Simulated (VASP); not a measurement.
# SrTiO3 (C2/m) in VASP: single point with PBE

Aim: the single point of SrTiO3 with PBE.

Program: VASP 6.6.1. These are calculated values, not measurements. Logs are shortened: lines on timing, memory, paths and dates and some standing lists are left out, and cuts for length are marked.

## (1) The cell of the first run

Symmetry: C2/m, No. 12, monoclinic system. Conventional cell: a = 7.859 Å, b = 8.170 Å, c = 5.467 Å, α = 90.00°, β = 132.65°, γ = 90.00°. Within 3.6 Å of Sr (site symmetry m) lie 12 O at 2.62 to 3.02 Å and 8 Ti at 3.41 to 3.54 Å. Within 2.6 Å of Ti (site symmetry -1) lie 6 O at 1.97 to 2.05 Å. Within 2.9 Å of O (site symmetry 2) lie 2 Ti at 2.01 Å and 8 O at 2.74 to 2.90 Å and 4 Sr at 2.83 Å. O (site symmetry m) has 2 Ti at 2.05 Å and 3 Sr at 2.62 to 2.85 Å and 8 O at 2.84 to 2.88 Å within 2.9 Å. Within 2.6 Å of O (site symmetry 2) lie 2 Ti at 1.97 Å.

## (2) Single point, PBE

File INCAR:

```
SYSTEM = SrTiO3
ALGO = Normal
EDIFF = 1E-6
ENCUT = 520
GGA = PE
ISIF = 2
ISMEAR = 0
LASPH = .True.
LCHARG = .False.
LREAL = .False.
LWAVE = .False.
NBANDS = 51
NELM = 80
PREC = Accurate
SIGMA = 0.05
```

File KPOINTS:

```
k-points
0
Gamma
  8 8 8
  0 0 0
```

File POSCAR:

```
SrTiO3
1.0
   -2.9676154584      2.8097463621      4.0256619569
    2.8097463621     -2.9676154584      4.0256619569
    2.8565123465      2.8565123465     -4.1367650688
Sr Ti O
2 2 6
Direct
    0.7500000000      0.2500000000      0.5000000000
    0.2500000000      0.7500000000      0.5000000000
    0.0000000000      0.0000000000      0.0000000000
    0.5000000000      0.5000000000      0.0000000000
    0.2500000000      0.2500000000      0.0000000000
    0.7500000000      0.7500000000      0.0000000000
    0.7280787197      0.2280787197      0.9561574394
    0.2280787197      0.2719212803      0.5000000000
    0.2719212803      0.7719212803      0.0438425606
    0.7719212803      0.7280787197      0.5000000000
```

Potentials or basis: VASP PAW PBE potentials, release 64 (Sr_sv, Ti_sv, O).

On the command line:

```sh
cat potpaw_PBE.64/Sr_sv/POTCAR potpaw_PBE.64/Ti_sv/POTCAR potpaw_PBE.64/O/POTCAR > POTCAR
mpirun -np 1 vasp_std > vasp.out
```

OUTCAR:

```text
SYSTEM = SrTiO3
   EDIFF = 1E-6
   ENCUT = 520
   GGA = PE
   ISIF = 2
   ISMEAR = 0
   LASPH = .True.
   LREAL = .False.
   NELM = 80
   PREC = Accurate

 ion  position               nearest neighbor table
   1  0.750  0.250  0.500-   9 2.62   8 2.74  10 2.74   7 2.77   5 2.83   6 2.83   6 2.83   5 2.83
                             9 2.85   8 3.00  10 3.00   7 3.02   4 3.41   3 3.41   3 3.41   4 3.41
   2  0.250  0.750  0.500-   7 2.62   8 2.74  10 2.74   9 2.77   5 2.83   6 2.83   5 2.83   6 2.83
                             7 2.85   8 3.00  10 3.00   9 3.02   3 3.41   4 3.41   4 3.41   3 3.41
   3  0.000  0.000  0.000-   8 1.97  10 1.97   5 2.01   6 2.01   9 2.05   7 2.05   1 3.41   2 3.41
                             1 3.41   2 3.41   2 3.54   2 3.54   1 3.54   1 3.54
   4  0.500  0.500  0.000-  10 1.97   8 1.97   5 2.01   6 2.01   7 2.05   9 2.05   2 3.41   1 3.41
                             2 3.41   1 3.41   2 3.54   2 3.54   1 3.54   1 3.54
   5  0.250  0.250  0.000-   3 2.01   4 2.01   1 2.83   2 2.83   2 2.83   1 2.83
   6  0.750  0.750  0.000-   3 2.01   4 2.01   1 2.83   2 2.83   1 2.83   2 2.83
   7  0.728  0.228  0.956-   3 2.05   4 2.05   2 2.62   1 2.77   2 2.85   1 3.02
   8  0.228  0.272  0.500-   4 1.97   3 1.97   1 2.74   2 2.74   1 3.00   2 3.00
   9  0.272  0.772  0.044-   3 2.05   4 2.05   1 2.62   2 2.77   1 2.85   2 3.02
  10  0.772  0.728  0.500-   3 1.97   4 1.97   1 2.74   2 2.74   1 3.00   2 3.00

  Warning from LATTYP: Got some problem with cell dimensions!
  Tried to take original basis but could not verify dimensions!
  LATTYP: Found a base centered monoclinic cell.
 ALAT       =     7.8593182283
 B/A-ratio  =     1.0395842494
 C/A-ratio  =     0.6956194281
 COS(beta)  =    -0.6775547903

  Lattice vectors:

 A1 = (  -5.6662587086,   0.1111031119,   0.1111031119)
 A2 = (   0.1111031119,  -5.6662587086,   0.1111031119)
 A3 = (   2.6986432502,   2.6986432502,   3.9145588450)

Analysis of symmetry for initial positions (statically):
=====================================================================
 Subroutine PRICEL returns:
 Original cell was already a primitive cell.

 Routine SETGRP: Setting up the symmetry group for a
 base centered monoclinic supercell.

 Subroutine GETGRP returns: Found  4 space group operations
 (whereof  2 operations were pure point group operations)
 out of a pool of  4 trial point group operations.

The static configuration has the point symmetry S_2 .
 The point group associated with its full space group is C_2h.

Analysis of symmetry for dynamics (positions and initial velocities):
=====================================================================
 Subroutine PRICEL returns:
 Original cell was already a primitive cell.

 Routine SETGRP: Setting up the symmetry group for a
 base centered monoclinic supercell.

 Subroutine GETGRP returns: Found  4 space group operations
 (whereof  2 operations were pure point group operations)
 out of a pool of  4 trial point group operations.

The dynamic configuration has the point symmetry S_2 .
 The point group associated with its full space group is C_2h.

 Subroutine INISYM returns: Found  4 space group operations
 (whereof  2 operations are pure point group operations),
 and found     1 'primitive' translations

----------------------------------------------------------------------------------------

                                     Primitive cell

  volume of cell :     129.0988

  direct lattice vectors                    reciprocal lattice vectors
    -2.967615458  2.809746362  4.025661957     0.006018450  0.179107834  0.127833103
     2.809746362 -2.967615458  4.025661957     0.179107834  0.006018450  0.127833103
     2.856512347  2.856512347 -4.136765069     0.180154257  0.180154257  0.007064873

  length of vectors
     5.736494602  5.736494602  5.782054203     0.220129826  0.220129826  0.254874528

  position of ions in fractional coordinates (direct lattice)
     0.750000000  0.250000000  0.500000000
     0.250000000  0.750000000  0.500000000
     0.000000000  0.000000000  0.000000000
     0.500000000  0.500000000  0.000000000
     0.250000000  0.250000000  0.000000000
     0.750000000  0.750000000  0.000000000
     0.728078720  0.228078720  0.956157439
     0.228078720  0.271921280  0.500000000
     0.271921280  0.771921280  0.043842561
     0.771921280  0.728078720  0.500000000

  ion indices of the primitive-cell ions
   primitive index   ion index
                 1           1
                 2           2
                 3           3
                 4           4
                 5           5
                 6           6
                 7           7
                 8           8
                 9           9
                10          10

----------------------------------------------------------------------------------------

 KPOINTS: k-points

Automatic generation of k-mesh.
 Grid dimensions read from file:
 generate k-points for:    8    8    8

 Generating k-lattice:

  Cartesian coordinates                     Fractional coordinates (reciprocal lattice)
     0.000752306  0.022388479  0.015979138     0.125000000  0.000000000 -0.000000000
     0.022388479  0.000752306  0.015979138     0.000000000  0.125000000 -0.000000000
     0.022519282  0.022519282  0.000883109     0.000000000  0.000000000  0.125000000

  Length of vectors
     0.027516228  0.027516228  0.031859316

  Shift w.r.t. Gamma in fractional coordinates (k-lattice)
     0.000000000  0.000000000  0.000000000

 Subroutine IBZKPT returns following result:
 ===========================================

 Found    150 irreducible k-points:

 Following reciprocal coordinates:
            Coordinates               Weight
  0.000000  0.000000  0.000000      1.000000
  0.125000  0.000000  0.000000      4.000000
  0.250000  0.000000  0.000000      4.000000
  0.375000 -0.000000  0.000000      4.000000
  0.500000  0.000000  0.000000      2.000000
  0.125000  0.125000  0.000000      2.000000
[... 16 lines left out ...]
  0.125000  0.000000  0.125000      4.000000
  0.250000 -0.000000  0.125000      4.000000
 [... further k-points ...]
   k-points           NKPTS =    150   k-points in BZ     NKDIM =    150   number of bands    NBANDS=     51
   number of dos      NEDOS =    301   number of ions     NIONS =     10
   total plane-waves  NPLWV = 110592
   dimension x,y,z NGX =    48 NGY =   48 NGZ =   48
   dimension x,y,z NGXF=    96 NGYF=   96 NGZF=   96
   ions per type =               2   2   6
   NGX,Y,Z   is equivalent  to a cutoff of  13.91, 13.91, 13.80 a.u.
   NGXF,Y,Z  is equivalent  to a cutoff of  27.82, 27.82, 27.60 a.u.
 SYSTEM =  SrTiO3
   PREC   = accura    normal or accurate (medium, high low for compatibility)
   ISTART =      0    job   : 0-new  1-cont  2-samecut
   ICHARG =      2    charge: 1-file 2-atom 10-const
   ISPIN  =      1    spin polarized calculation?
   LNONCOLLINEAR =      F non collinear calculations
   LSORBIT =      F    spin-orbit coupling
   LASPH  =      T    aspherical Exc in radial PAW
   ENCUT  =  520.0 eV  38.22 Ry    6.18 a.u.  10.67 10.67 10.75*2*pi/ulx,y,z
   NELM   =     80;   NELMIN=  2; NELMDL= -5     # of ELM steps
   EDIFF  = 0.1E-05   stopping-criterion for ELM
   LREAL  =      F    real-space projection
   EDIFFG = 0.1E-04   stopping-criterion for IOM
   NSW    =      0    number of steps for IOM
   IBRION =     -1    ionic relax: 0-MD 1-quasi-New 2-CG
   NFREE  =      0    steps in history (QN), initial steepest desc. (CG)
   ISIF   =      2    stress and relaxation
   ISYM   =      2    0-nonsym 1-usesym 2-fastsym
   POTIM  = 0.5000    time-step for ionic-motion
   TEBEG  =    0.0;   TEEND  =   0.0 temperature during run
   PSTRESS=    0.0 pullay stress
   NELECT =      80.0000    total number of electrons
   NUPDOWN=      -1.0000    fix difference up-down
   EMIN   =  10.00;   EMAX   =-10.00  energy-range for DOS
   EFERMI =   0.00;   METHOD = LEGACY
   ISMEAR =     0;   SIGMA  =   0.05  broadening in eV -4-tet -1-fermi 0-gaus
   EFERMI_NEDOS =   21; number of points for ismear=-14 and -15
   IALGO  =     38    algorithm
   IMIX   =      4    mixing-type and parameters
     AMIX     =   0.40;   BMIX     =  1.00
     AMIX_MAG =   1.60;   BMIX_MAG =  1.00
  volume/ion in A,a.u.               =      12.91        87.12
  Fermi-wavevector in a.u.,A,eV,Ry     =   1.395717  2.637523 26.504503  1.948026
  Thomas-Fermi vector in A             =   2.519142
   LORBIT       =      0    0 simple, 1 ext, 2 COOP (PROOUT), +10 PAW based schemes
   GGA     = PE    functional components
   LHFCALC =     F    Hartree Fock is set to
   AEXX    =    0.0000 exact exchange contribution
   IVDW    =     0    specifies the selected vdW correction
   LEPSILON=     F    determine dielectric tensor
   LRPA    =     F    only Hartree local field effects (RPA)
 non-spin polarized calculation
 Gauss-broadening in eV      SIGMA  =   0.05
  energy-cutoff  :      520.00
  volume of cell :      129.10
 maximum number of plane-waves:      3497
 NGX is ok and might be reduce to    48
   NGX = 21   NGY = 21   NGZ = 21

 number of electron      80.0000004 magnetization

 Free energy of the ion-electron system (eV)
  ---------------------------------------------------
  ext. energy  EPLUGINS =         0.00000000
  ---------------------------------------------------
  free energy    TOTEN  =       -79.85606031 eV

  energy without entropy =      -79.85606031  energy(sigma->0) =      -79.85606031

 E-fermi :   3.8019     XC(G=0): -10.8496

 val. band max:        3.5125659705   @ k =  -0.1250   0.1250   0.0000
 cond. band min:       5.1182502968   @ k =   0.0000   0.0000   0.0000
 fundamental gap:      1.6056843263
 Fermi energy:         3.8019043962

 k-point     1 :       0.0000    0.0000    0.0000
  band No.  band energies     occupation
      1     -53.3165      2.00000
      2     -53.3136      2.00000
      3     -29.5863      2.00000
      4     -29.5448      2.00000
      5     -29.5430      2.00000
      6     -29.5380      2.00000
[... 43 lines left out ...]
     50       9.0686      0.00000
     51       9.2680      0.00000
[... 1240 lines left out ...]
     50      10.0691      0.00000
     51      10.1770      0.00000

 [... further k-points ...]

------------------------ aborting loop because EDIFF is reached ----------------------------------------

  FORCE on cell =-STRESS in cart. coord.  units (eV):
  Direction    XX          YY          ZZ          XY          YZ          ZX
  --------------------------------------------------------------------------------------
  -------------------------------------------------------------------------------------
  Total       -6.2058445     -6.2058445     -6.5489848      2.6670022      3.2589325      3.2589327
  in kB      -77.0174496    -77.0174496    -81.2759811     33.0987511     40.4448856     40.4448871
  external PRESSURE =     -78.4369601 kB  Pullay stress =       0.0000000 kB

 VOLUME and BASIS-vectors are now :
 -----------------------------------------------------------------------------
  energy-cutoff  :      520.00
  volume of cell :      129.10
      direct lattice vectors                 reciprocal lattice vectors
    -2.967615458  2.809746362  4.025661957     0.006018450  0.179107834  0.127833103
     2.809746362 -2.967615458  4.025661957     0.179107834  0.006018450  0.127833103
     2.856512347  2.856512347 -4.136765069     0.180154257  0.180154257  0.007064873

 POSITION                                       TOTAL-FORCE (eV/Angst)
 -----------------------------------------------------------------------------------
     -0.09502      2.79366      1.95728         0.057369      0.057369      0.054009
      2.79366     -0.09502      1.95728        -0.057369     -0.057369     -0.054009
      0.00000      0.00000      0.00000        -0.000000      0.000000      0.000000
     -0.07893     -0.07893      4.02566        -0.000000      0.000000      0.000000
     -0.03947     -0.03947      2.01283         0.001774     -0.001774      0.000000
     -0.11840     -0.11840      6.03849        -0.001774      0.001774      0.000000
      1.21146      4.10014     -0.10623         0.035780      0.035780      0.049246
      1.51544      1.26214     -0.05555        -0.019369      0.019369      0.000000
      1.48718     -1.40150      4.02079        -0.035780     -0.035780     -0.049246
      1.18321      1.43650      3.97011         0.019369     -0.019369      0.000000
 -----------------------------------------------------------------------------------
    total drift:                                0.000000      0.000000      0.000000

  FREE ENERGIE OF THE ION-ELECTRON SYSTEM (eV)
  ---------------------------------------------------
  free  energy   TOTEN  =       -79.8560603098 eV

  energy  without entropy=      -79.8560603098  energy(sigma->0) =      -79.85606031
```

It took 65 min on 1 thread of Oxide Virtual Turin-like, shared host; peak memory 0.86 GiB.

What came out:

```yaml
Free_energy: -79.8561 eV
Pressure: -7.8 GPa
Largest_force: 0.097 eV/Å
Band_gap_on_the_k_mesh: 1.61 eV (least direct gap 1.61 eV)
```

Forces in eV/Å, atoms in the order of the input:
```
Sr   0.057  0.057  0.054
Sr  -0.057 -0.057 -0.054
Ti   0.000  0.000  0.000
Ti   0.000  0.000  0.000
O    0.002 -0.002  0.000
O   -0.002  0.002  0.000
O    0.036  0.036  0.049
O   -0.019  0.019  0.000
O   -0.036 -0.036 -0.049
O    0.019 -0.019  0.000
```

Stress tensor (GPa, compression positive):
```
-7.70  3.31  4.04
 3.31 -7.70  4.04
 4.04  4.04 -8.13
```

Levels at points of the mesh, in eV from the valence-band top:
| k point | band 38 | band 39 | band 40 | band 41 | band 42 | band 43 |
| --- | --- | --- | --- | --- | --- | --- |
| (0.00, 0.00, 0.00) | -0.19 | -0.10 | 0.00 | 1.61 | 1.70 | 1.77 |
| (0.50, 0.00, 0.00) | -0.85 | -0.61 | -0.56 | 2.85 | 2.90 | 3.01 |
| (0.50, 0.50, 0.00) | -0.97 | -0.46 | -0.03 | 1.81 | 3.11 | 3.18 |
| (0.00, 0.00, 0.50) | -0.78 | -0.76 | -0.17 | 1.79 | 3.12 | 3.30 |
| (0.50, 0.00, 0.50) | -0.66 | -0.51 | -0.47 | 2.89 | 2.91 | 2.99 |
| (0.50, 0.50, 0.50) | -0.71 | -0.70 | -0.16 | 1.83 | 3.12 | 3.26 |

Caveat: the cell stands under tension.
